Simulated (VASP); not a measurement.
# Ti12B24F (a cell with a defect) (F interstitial hop) in VASP: a series of runs, part 2 of 3

VASP 6.6.1. Earlier steps stand in the parts before.

## 3. Single point, PBE

File INCAR:

```
ALGO     = Normal         # electronic algorithm
EDIFF    = 1E-6           # SCF threshold, eV
ENCUT    = 520            # plane-wave cutoff, eV
GGA      = PE             # functional
ISIF     = 2              # what is computed and relaxed
ISMEAR   = 1              # smearing method
LASPH    = T              # aspherical terms in the spheres
LCHARG   = F              # write CHGCAR
LREAL    = Auto         
LWAVE    = F              # write WAVECAR
NBANDS   = 136            # bands
NELM     = 80             # most SCF steps
PREC     = Accurate       # precision mode
SIGMA    = 0.1            # smearing width, eV
```

File KPOINTS:

```
k-points
0
Gamma
  1 1 1
```

File POSCAR:

```
Ti12B24F
1.0
    6.0635047200      0.0000000600      0.0000000000
   -4.5476286100      7.8767236400      0.0000000000
    0.0000000000      0.0000000000      6.4483601600
Ti B F
12 24 1
Direct
    0.0000692097     -0.0167286880     -0.0001482491
    0.0056888122     -0.0042823848      0.5000344150
    0.0424389199      0.3616208639     -0.0000522430
    0.0191525963      0.3433504848      0.5000348009
   -0.0038676104      0.6653780267      0.0000482679
   -0.0029660863      0.6645241036      0.4999153556
    0.4606223772     -0.0212699560     -0.0001758009
    0.4865313767     -0.0136380507      0.4999899611
    0.5073820248      0.3359620074      0.0000558671
    0.5124665503      0.3407973679      0.5000917743
    0.5105602879      0.6747805092     -0.0000587552
    0.5039170539      0.6672499971      0.5000359520
    0.1683093104      0.2176780067      0.2647718388
    0.3396187409      0.1190726008      0.2572097093
    0.1681508656      0.2176239045      0.7353784114
    0.3395884003      0.1190729685      0.7428079233
    0.1661709059      0.5503479630      0.2528672609
    0.3405396319      0.4512488899      0.2501562077
    0.1662295882      0.5503693729      0.7471345571
    0.3405140561      0.4511984494      0.7499262170
    0.1602163079      0.8813237451      0.2501798945
    0.3354761056      0.7826831001      0.2544058177
    0.1601598483      0.8812605850      0.7497863897
    0.3355379988      0.7826847093      0.7455905915
    0.6588241285      0.2156244203      0.2752796008
    0.8387884636      0.1192806538      0.3096743619
    0.6588888731      0.2155673148      0.7250120074
    0.8388081063      0.1192773266      0.6906664723
    0.6649765211      0.5478500443      0.2508424081
    0.8366501136      0.4484806228      0.2506186225
    0.6649669592      0.5478788180      0.7492579423
    0.8367274975      0.4485577608      0.7494480232
    0.6610066171      0.8810243563      0.2611921561
    0.8353988053      0.7831520488      0.2544363970
    0.6611219583      0.8811662976      0.7389131895
    0.8353201361      0.7831004264      0.7455877017
   -0.1767788211      0.1237951240      0.0005782444
```

Potentials or basis: VASP PAW PBE potentials, release 64 (Ti_sv, B, F).

The run is started by

```
> cat potpaw_PBE.64/Ti_sv/POTCAR potpaw_PBE.64/B/POTCAR potpaw_PBE.64/F/POTCAR > POTCAR
> mpirun -np 1 vasp_gam > vasp.out
```

OUTCAR:

```text
EDIFF = 1E-6
   ENCUT = 520
   GGA = PE
   ISIF = 2
   ISMEAR = 1
   LASPH = T
   LREAL = Auto
   NELM = 80
   PREC = Accurate

 ion  position               nearest neighbor table
   1  0.000  0.983  1.000-  37 2.04  36 2.28  34 2.28  23 2.30  21 2.30  16 2.44  14 2.44  35 2.45
                            33 2.45  15 2.51  13 2.52   7 2.81   5 2.88  11 2.89
   2  0.006  0.996  0.500-  26 2.22  28 2.22  34 2.31  36 2.31  13 2.31  15 2.31  23 2.35  21 2.35
                            16 2.35  14 2.35  35 2.38  33 2.38
   3  0.042  0.362  1.000-  37 1.89  19 2.21  17 2.21  20 2.25  18 2.25  32 2.40  30 2.40  15 2.49
                            13 2.49  11 2.84   5 2.91
   4  0.019  0.343  0.500-  26 2.15  28 2.15  19 2.28  17 2.28  20 2.33  18 2.33  13 2.34  15 2.34
                            25 2.38  27 2.39  30 2.40  32 2.41
   5  0.996  0.665  0.000-  21 2.34  23 2.34  32 2.35  30 2.35  29 2.38  31 2.38  34 2.41  36 2.42
                            22 2.42  24 2.42  17 2.43  19 2.43   7 2.83   1 2.88   3 2.91
   6  0.997  0.665  0.500-  30 2.34  32 2.34  21 2.35  23 2.35  29 2.37  31 2.37  22 2.38  24 2.38
                            34 2.38  36 2.39  17 2.39  19 2.40
   7  0.461  0.979  1.000-  37 1.92  23 2.26  24 2.26  21 2.26  22 2.26  16 2.42  14 2.42  35 2.48
                            33 2.49   1 2.81   5 2.83
   8  0.487  0.986  0.500-  26 2.22  28 2.23  22 2.25  24 2.25  25 2.32  27 2.32  33 2.33  35 2.33
                            21 2.35  23 2.35  14 2.40  16 2.40
   9  0.507  0.336  0.000-  29 2.32  31 2.32  30 2.37  32 2.37  14 2.38  16 2.38  20 2.41  18 2.41
                            13 2.47  15 2.47  27 2.49  25 2.49
  10  0.512  0.341  0.500-  25 2.28  27 2.28  31 2.29  29 2.29  32 2.34  30 2.34  16 2.35  14 2.35
                            13 2.36  15 2.36  20 2.40  18 2.40
  11  0.511  0.675  1.000-  35 2.34  33 2.34  36 2.37  34 2.37  20 2.39  18 2.39  24 2.41  22 2.41
                            31 2.43  29 2.43  19 2.44  17 2.44   3 2.84   1 2.89
  12  0.504  0.667  0.500-  33 2.28  35 2.28  18 2.34  20 2.34  36 2.35  34 2.35  19 2.38  17 2.38
                            24 2.39  22 2.39  31 2.40  29 2.40
  13  0.168  0.218  0.265-  14 1.68  26 1.76  18 1.84   2 2.31   4 2.34  10 2.36   9 2.47   3 2.49
                             1 2.52
  14  0.340  0.119  0.257-  13 1.68  25 1.68  21 1.87  10 2.35   2 2.35   9 2.38   8 2.40   7 2.42
                             1 2.44
  15  0.168  0.218  0.735-  16 1.68  28 1.76  20 1.84   2 2.31   4 2.34  10 2.36   9 2.47   3 2.49
                             1 2.51
[... 259 lines left out ...]
 maximum number of plane-waves:      4150
 NGX is ok and might be reduce to    48
   NGX = 23   NGY = 33   NGZ = 23

 number of electron     223.0000008 magnetization

 Free energy of the ion-electron system (eV)
  ---------------------------------------------------
  ext. energy  EPLUGINS =         0.00000000
  ---------------------------------------------------
  free energy    TOTEN  =      -286.43549627 eV

  energy without entropy =     -286.40960689  energy(sigma->0) =     -286.42686647

 E-fermi :  10.2644     XC(G=0): -12.8536

 val. band max:       10.2637833810   @ k =   0.0000   0.0000   0.0000
 cond. band min:      10.4793593436   @ k =   0.0000   0.0000   0.0000
 fundamental gap:      0.2155759627
 Fermi energy:        10.2643538595

 k-point     1 :       0.0000    0.0000    0.0000
  band No.  band energies     occupation
      1     -46.9138      2.00000
      2     -46.8964      2.00000
      3     -46.8385      2.00000
      4     -46.8213      2.00000
      5     -46.7772      2.00000
      6     -46.6962      2.00000
[... 115 lines left out ...]
    122      11.8845     -0.00000
    123      11.9850     -0.00000
 [bands above 123 left out]

------------------------ aborting loop because EDIFF is reached ----------------------------------------

  FORCE on cell =-STRESS in cart. coord.  units (eV):
  Direction    XX          YY          ZZ          XY          YZ          ZX
  --------------------------------------------------------------------------------------
  -------------------------------------------------------------------------------------
  Total       26.0997609     23.4047549     23.6036899      3.5036075      0.0223081      0.0000321
  in kB      135.7777148    121.7575958    122.7925068     18.2266735      0.1160528      0.0001672
  external PRESSURE =     126.7759391 kB  Pullay stress =       0.0000000 kB

 VOLUME and BASIS-vectors are now :
 -----------------------------------------------------------------------------
  energy-cutoff  :      520.00
  volume of cell :      307.98
      direct lattice vectors                 reciprocal lattice vectors
     6.063504720  0.000000060  0.000000000     0.164921121  0.095217255  0.000000000
    -4.547628610  7.876723640  0.000000000    -0.000000001  0.126956339  0.000000000
     0.000000000  0.000000000  6.448360160     0.000000000  0.000000000  0.155078187

 POSITION                                       TOTAL-FORCE (eV/Angst)
 -----------------------------------------------------------------------------------
     -4.47113      7.74496      6.44740         0.034927     -0.007593      0.005335
     -4.49366      7.84299      3.22440        -0.007138     -0.001934      0.000355
     -1.38719      2.84839      6.44802         0.015242      0.089299      0.002813
     -1.44530      2.70448      3.22440        -0.003925      0.000331     -0.000558
      3.01416      5.24100      0.00031         0.002401     -0.006351     -0.000862
      3.02351      5.23427      3.22363         0.000174     -0.009773     -0.001924
[... 29 lines left out ...]
      1.50372      6.16827      4.80782         0.002949     -0.009788     -0.000430
      4.42863      0.97510      0.00373         0.015867     -0.019955     -0.000684
 -----------------------------------------------------------------------------------
    total drift:                               -0.021424      0.048431     -0.004365

  FREE ENERGIE OF THE ION-ELECTRON SYSTEM (eV)
  ---------------------------------------------------
  free  energy   TOTEN  =      -286.4354962667 eV

  energy  without entropy=     -286.4096068869  energy(sigma->0) =     -286.42686647
```

stdout:

```text
POSCAR found type information on POSCAR TiB F
 POSCAR found :  3 types and      37 ions
 scaLAPACK will be used
 LDA part: xc-table for (Slater+PW92), standard interpolation
 POSCAR, INCAR and KPOINTS ok, starting setup
 FFT: planning ... GRIDC
 FFT: planning ... GRID_SOFT
 FFT: planning ... GRID
 WAVECAR not read
 entering main loop
```

Run time: 89 s. Hardware: 1 thread of Intel Xeon 6975P-C (Granite Rapids), shared host; peak memory 0.37 GiB.

What came out:

- Free energy: -286.4355 eV
- Pressure: 12.7 GPa
- Largest force: 0.091 eV/Å

Forces in eV/Å, atoms in the order of the input:
```
Ti   0.035 -0.008  0.005
Ti  -0.007 -0.002  0.000
Ti   0.015  0.089  0.003
Ti  -0.004  0.000 -0.001
Ti   0.002 -0.006 -0.001
Ti   0.000 -0.010 -0.002
Ti  -0.071 -0.033  0.000
Ti  -0.003  0.014  0.001
Ti   0.002  0.001 -0.001
Ti   0.000  0.007  0.000
Ti  -0.004  0.006  0.000
Ti  -0.001 -0.003  0.000
B   -0.011  0.001 -0.001
B   -0.002 -0.010 -0.001
B   -0.008  0.000  0.001
B   -0.002 -0.009  0.002
B    0.001  0.004  0.000
B   -0.007 -0.003  0.002
B    0.001  0.003 -0.001
B   -0.007 -0.003 -0.003
B    0.001 -0.001  0.002
B    0.004 -0.009  0.002
B    0.001 -0.001 -0.002
B    0.003 -0.009 -0.002
B    0.019  0.000  0.000
B   -0.001 -0.002 -0.003
B    0.014 -0.001  0.000
B   -0.001 -0.003  0.002
B   -0.004  0.013 -0.001
B    0.012 -0.004  0.000
B   -0.004  0.011  0.000
B    0.009 -0.005  0.000
B   -0.003  0.006  0.000
B    0.002 -0.010  0.001
B   -0.004  0.004  0.000
B    0.003 -0.010  0.000
F    0.016 -0.020 -0.001
```

Caveat: the k points lie up to 1.20 Å⁻¹ apart; an odd number of electrons without spin polarisation forces a metal; a magnetic or distorted state may lie lower.

## 4. Single point, PBE

File INCAR:

```
PREC = Accurate
ENCUT = 520
EDIFF = 1E-6
ISMEAR = 1
SIGMA = 0.1
LREAL = Auto
LASPH = True
NELM = 100
ALGO = Normal
ISIF = 2
LWAVE = False
LCHARG = False
GGA = PE
NBANDS = 136
```

File KPOINTS:

```
Automatic mesh
0
Gamma
  1 1 1
```

File POSCAR:

```
Ti12B24F
1.0
    6.0635047200      0.0000000600      0.0000000000
   -4.5476286100      7.8767236400      0.0000000000
    0.0000000000      0.0000000000      6.4483601600
Ti B F
12 24 1
Direct
   -0.0427571810     -0.0286506177      0.0001453083
   -0.0193599247     -0.0103427520      0.5001831349
   -0.0002435980      0.3497629377      0.0002192806
   -0.0058390771      0.3373205817      0.5001052857
    0.0036353522      0.6676631351      0.0001158434
    0.0027718969      0.6685238991      0.5002989783
    0.4924933431     -0.0029613873      0.0001792704
    0.4874262658     -0.0077782378      0.5001166064
    0.5391707235      0.3542992106      0.0002281200
    0.5133093418      0.3466997313      0.5001620443
    0.4892108050      0.6582191032      0.0002274997
    0.4958450065      0.6657092733      0.5001331998
    0.1610185385      0.2137350588      0.3094785264
    0.3409967582      0.1175239886      0.2751656167
    0.1610551698      0.2137803822      0.6905171066
    0.3409458102      0.1174551783      0.7248949941
    0.1645304748      0.5499328386      0.2545301378
    0.3388355203      0.4519354928      0.2612299807
    0.1644300148      0.5498685987      0.7457210641
    0.3387955771      0.4519343502      0.7389607407
    0.1630676804      0.8844518747      0.2507342890
    0.3348957851      0.7851571621      0.2509169711
    0.1630564390      0.8845065929      0.7495511851
    0.3348376613      0.7851539882      0.7493466370
    0.6602838836      0.2139480877      0.2573246467
    0.8318087691      0.1154895096      0.2647668489
    0.6602485081      0.2139710668      0.7429774208
    0.8316571435      0.1153986088      0.7354266639
    0.6643153416      0.5503536950      0.2545755757
    0.8397577823      0.4518148804      0.2503380642
    0.6642740738      0.5503090064      0.7457423098
    0.8396474968      0.4517505136      0.7499857142
    0.6593240373      0.8817917548      0.2502417607
    0.8336292332      0.7827052505      0.2530599966
    0.6593199575      0.8817667444      0.7500496064
    0.8336103000      0.7826727497      0.7473158881
    0.1765590338      0.2091350496     -0.0003844388
```

The run is started by

```
> cat potpaw_PBE.64/Ti_sv/POTCAR potpaw_PBE.64/B/POTCAR potpaw_PBE.64/F/POTCAR > POTCAR
> mpirun -np 1 vasp_gam > vasp.out
```

Wall time 85 s (1 thread of Intel Xeon 6975P-C (Granite Rapids), shared host); peak memory 0.37 GiB.

Results (log left out):

| Property | Result |
| --- | --- |
| Free energy | -286.4354 eV |
| Pressure | 12.7 GPa |
| Largest force | 0.086 eV/Å |

Forces in eV/Å, atoms in the order of the input:
```
Ti  -0.005 -0.085  0.010
Ti   0.015 -0.011 -0.001
Ti  -0.025  0.011  0.003
Ti  -0.018  0.013  0.000
Ti   0.003 -0.002  0.002
Ti   0.004  0.000 -0.010
Ti  -0.001  0.011 -0.010
Ti   0.002  0.002 -0.001
Ti   0.057  0.046  0.005
Ti   0.009 -0.001 -0.002
Ti   0.001  0.010 -0.007
Ti   0.004  0.016  0.005
B    0.002  0.004 -0.003
B   -0.007 -0.009  0.002
B   -0.001  0.001  0.003
B    0.002 -0.007 -0.002
B   -0.002  0.008  0.002
B   -0.003 -0.014 -0.002
B   -0.001  0.011 -0.001
B   -0.002 -0.005  0.003
B   -0.007  0.009  0.001
B    0.000 -0.013  0.002
B    0.000  0.008  0.002
B    0.003 -0.009  0.002
B   -0.004  0.012  0.000
B    0.002 -0.011 -0.001
B   -0.002  0.005 -0.001
B   -0.003 -0.006  0.000
B    0.001  0.007 -0.002
B   -0.008 -0.009  0.003
B    0.001  0.013  0.001
B   -0.001 -0.009 -0.004
B    0.001  0.005  0.006
B    0.003 -0.012  0.001
B   -0.006  0.001 -0.007
B    0.001 -0.014 -0.006
F   -0.015  0.024  0.007
```

Stress tensor (GPa, compression positive):
```
13.58  1.83  0.00
 1.83 12.20  0.01
 0.00  0.01 12.28
```

Levels at points of the mesh, in eV from the Fermi level:
| k point | band 110 | band 111 | band 112 | band 113 | band 114 | band 115 |
| --- | --- | --- | --- | --- | --- | --- |
| (0.00, 0.00, 0.00) | -0.59 | -0.46 | 0.00 | 0.22 | 0.31 | 0.54 |

Caveat: the k points lie up to 1.20 Å⁻¹ apart; an odd number of electrons without spin polarisation forces a metal; a magnetic or distorted state may lie lower.

## 5. Single point, PBE

File INCAR:

```
PREC     = Accurate       # precision mode
ENCUT    = 520            # plane-wave cutoff, eV
EDIFF    = 1E-6           # SCF threshold, eV
ISMEAR   = 1              # smearing method
SIGMA    = 0.1            # smearing width, eV
LREAL    = Auto         
LASPH    = True           # aspherical terms in the spheres
NELM     = 60             # most SCF steps
ALGO     = Normal         # electronic algorithm
ISIF     = 2              # what is computed and relaxed
LWAVE    = False          # write WAVECAR
LCHARG   = True           # write CHGCAR
GGA      = PE             # functional
LELF     = True           # ELF
LVHAR    = True         
NBANDS   = 136            # bands
```

File KPOINTS:

```
regular mesh
0
Gamma
  1 1 1
```

File POSCAR:

```
Ti12B24F
1.0
    6.0635047200      0.0000000600      0.0000000000
   -4.5476286100      7.8767236400      0.0000000000
    0.0000000000      0.0000000000      6.4483601600
Ti B F
12 24 1
Direct
   -0.0031964717     -0.0161888376     -0.0000058930
    0.0024230691     -0.0037425459      0.5001767767
    0.0391733026      0.3621607318      0.0000901004
    0.0158869258      0.3438903182      0.5001770869
   -0.0071333100      0.6659178664      0.0001905911
   -0.0062317288      0.6650639580      0.5000576767
    0.4573565775     -0.0207301963     -0.0000334969
    0.4832657535     -0.0130982162      0.5001322693
    0.5041162693      0.3365018364      0.0001981899
    0.5092008766      0.3413372225      0.5002340006
    0.5072946100      0.6753203759      0.0000835871
    0.5006514044      0.6677898337      0.5001781724
    0.1650436427      0.2182178871      0.2649141732
    0.3363529773      0.1196124205      0.2573519405
    0.1648850664      0.2181636768      0.7355206413
    0.3363227525      0.1196128013      0.7429502821
    0.1629051489      0.5508878042      0.2530095962
    0.3372739784      0.4517887313      0.2502985193
    0.1629638600      0.5509091329      0.7472768084
    0.3372483813      0.4517383296      0.7500685259
    0.1569506834      0.8818636159      0.2503222463
    0.3322103858      0.7832229823      0.2545481269
    0.1568941946      0.8818003916      0.7499286454
    0.3322722194      0.7832245058      0.7457328500
    0.6555584361      0.2161642376      0.2754219609
    0.8355227478      0.1198204981      0.3098165968
    0.6556231169      0.2161071073      0.7251542848
    0.8355423716      0.1198171972      0.6908088087
    0.6617107371      0.5483898075      0.2509847403
    0.8333843962      0.4490204445      0.2507609625
    0.6617011813      0.5484186265      0.7494002940
    0.8334619139      0.4490976339      0.7495902648
    0.6577409283      0.8815641221      0.2613345034
    0.8321330011      0.7836918283      0.2545786773
    0.6578562869      0.8817060593      0.7390554935
    0.8320544319      0.7836402840      0.7457300586
   -0.1800445273      0.1243349463      0.0007204933
```

The run is started by

```
> cat potpaw_PBE.64/Ti_sv/POTCAR potpaw_PBE.64/B/POTCAR potpaw_PBE.64/F/POTCAR > POTCAR
> mpirun -np 1 vasp_gam > vasp.out
```

Wall time 78 s (1 thread of Intel Xeon 6975P-C (Granite Rapids), shared host); peak memory 0.37 GiB.

It converged, with:

```yaml
Free_energy: -286.4358 eV
Pressure: 12.7 GPa
Largest_force: 0.086 eV/Å
```

Forces on the atoms (eV/Å):
```
Ti   0.039 -0.021  0.002
Ti   0.007  0.008 -0.001
Ti   0.004  0.086  0.001
Ti  -0.002  0.006 -0.003
Ti   0.008  0.009  0.000
Ti  -0.002  0.001  0.002
Ti  -0.053 -0.049  0.004
Ti  -0.005  0.000  0.002
Ti  -0.005 -0.002 -0.001
Ti  -0.014 -0.007  0.003
Ti  -0.013 -0.001  0.000
Ti   0.006  0.009 -0.001
B   -0.012  0.001 -0.002
B   -0.003 -0.008 -0.001
B   -0.008  0.000  0.002
B   -0.003 -0.008  0.002
B    0.003  0.004  0.000
B   -0.005 -0.002  0.001
B    0.002  0.003 -0.002
B   -0.005 -0.003 -0.004
B    0.000  0.000  0.001
B    0.003 -0.008  0.001
B    0.000  0.000 -0.002
B    0.002 -0.008 -0.002
B    0.019 -0.001  0.000
B   -0.001  0.000 -0.003
B    0.014 -0.001  0.000
B    0.000 -0.002  0.003
B   -0.003  0.013 -0.002
B    0.014 -0.003  0.000
B   -0.003  0.011  0.001
B    0.011 -0.004  0.000
B   -0.005  0.006  0.000
B    0.001 -0.010  0.000
B   -0.006  0.004  0.000
B    0.001 -0.010 -0.001
F    0.017 -0.017 -0.001
```

Stress tensor (GPa, compression positive):
```
13.57  1.82  0.00
 1.82 12.19  0.01
 0.00  0.01 12.28
```

Levels at points of the mesh, in eV from the Fermi level:
```tsv
k point	band 109	band 110	band 111	band 112	band 113	band 114	band 115	band 116
(0.00, 0.00, 0.00)	-0.80	-0.59	-0.46	0.00	0.22	0.31	0.54	0.60
```

Caveat: the k points lie up to 1.20 Å⁻¹ apart; an odd number of electrons without spin polarisation forces a metal; a magnetic or distorted state may lie lower.

[end of part 2 of 3]
